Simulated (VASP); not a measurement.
Wanted: the native input for a VASP 6.6.1 run.

```
Task                   : relaxation of cell and atoms
Functional             : r2SCAN
Potentials or basis    : VASP PAW PBE potentials, release 64 (Si)
Cutoff                 : 600 eV
k mesh                 : 10 × 10 × 6
Occupations            : gaussian, width 0.01 eV
Spin                   : no spin polarisation
Dipole correction      : no
Further INCAR settings : ALGO = Normal; EDIFF = 1e-07; IBRION = 2; EDIFFG = -0.01; NSW = 80; ISIF = 3
```

Crystal: Si.

```
Si
1.0
     1.94492   -3.35723    0.00000
     1.94492    3.35723    0.00000
     0.00000    0.00000    8.10430
Si
4
Cartesian
  1.9449 2.7967 6.0833
  1.9449 -0.5606 2.0210
  1.9449 -2.7967 2.0210
  1.9449 0.5606 6.0833
```

The input as run:

POSCAR

```
Si
1.0
    1.9449150083     -3.3572344612      0.0000000000
    1.9449150083      3.3572344612      0.0000000000
    0.0000000000      0.0000000000      8.1043027531
Si
4
Direct
    0.0834873772      0.9165126228      0.7506304822
    0.5834873772      0.4165126228      0.2493695178
    0.9165126228      0.0834873772      0.2493695178
    0.4165126228      0.5834873772      0.7506304822
```

INCAR.step1

```
PREC = Accurate ; ENCUT = 600
ISMEAR = 0 ; SIGMA = 0.01
LREAL = F ; LASPH = T
NELM = 60 ; GGA = PE
ALGO = Normal ; EDIFF = 1E-4
LWAVE = T ; LCHARG = F
```

INCAR.step2

```
PREC = Accurate ; ENCUT = 600
EDIFF = 1E-7 ; ISMEAR = 0
SIGMA = 0.01 ; LREAL = F
LASPH = T ; NELM = 60
ALGO = Normal ; ISIF = 3
LWAVE = F ; LCHARG = F
METAGGA = R2SCAN ; LMIXTAU = T
IBRION = 2 ; NSW = 80
EDIFFG = -0.01 ; ISTART = 1
```

KPOINTS

```
regular mesh
0
Gamma
  10 10 6
```

Potentials or basis: VASP PAW PBE potentials, release 64 (Si).

The run is started by

```console
$ cat potpaw_PBE.64/Si/POTCAR > POTCAR
$ cp INCAR.step1 INCAR
$ mpirun -np 1 vasp_std > vasp.out
$ cp INCAR.step2 INCAR
$ mpirun -np 1 vasp_std > vasp.out
```

It gave:

* Relaxed volume: 25.94 Å³/atom
* Relaxed cell: a = 3.875 Å, b = 3.875 Å, c = 7.953 Å, α = 90.00°, β = 90.00°, γ = 119.68°
* Space group after relaxing (to 0.1 Å): Fmmm (No. 69)
* Energy gained by relaxing: 0.4 meV/atom
* Ionic steps: 12
* Pressure after relaxing: 0.0 GPa
* Largest force after relaxing: 0.009 eV/Å
* Band gap on the k mesh: zero (bands 8 and 9 overlap by 0.26 eV)

Caveat: semilocal functionals underestimate gaps, and a narrow one can read as zero; the PAW data sets were made with another functional, which shifts forces and pressure a little.

Run time: 66 min on 1 thread of Oxide Virtual Turin-like Processor (shared host), peak memory 0.34 GiB.
